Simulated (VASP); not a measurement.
A run of VASP 6.6.1:

Contents of INCAR:

```
SYSTEM = AlRh
ALGO = Normal ; EDIFF = 1E-6
ENCUT = 520 ; GGA = PS
ISIF = 2 ; ISMEAR = -1
LASPH = .TRUE. ; LCHARG = .FALSE.
LREAL = .FALSE. ; LWAVE = .FALSE.
NBANDS = 16 ; NELM = 60
PREC = Accurate ; SIGMA = 0.08
```

Contents of KPOINTS:

```
k-points
0
G
  12 12 12
  0 0 0
```

POSCAR

```
AlRh
1.0
    2.9723754120      0.0000000000      0.0000000000
    0.0000000000      2.9723754120      0.0000000000
    0.0000000000      0.0000000000      2.9723754120
Al Rh
1 1
Direct
    0.0000000000      0.0000000000      0.0000000000
    0.5000000000      0.5000000000      0.5000000000
```

Potentials or basis: VASP PAW PBE potentials, release 64 (Al, Rh_pv).

Command:

```sh
$ cat potpaw_PBE.64/Al/POTCAR potpaw_PBE.64/Rh_pv/POTCAR > POTCAR
$ mpirun -np 1 vasp_std > vasp.out
```

Hardware: 1 thread of Intel Xeon 8259CL (shared host).

How long does it take, and how much memory?

It took 44 s on 1 thread of Intel Xeon 8259CL (shared host), peak memory 0.13 GiB. Counts: scf iterations 12, k points 84.
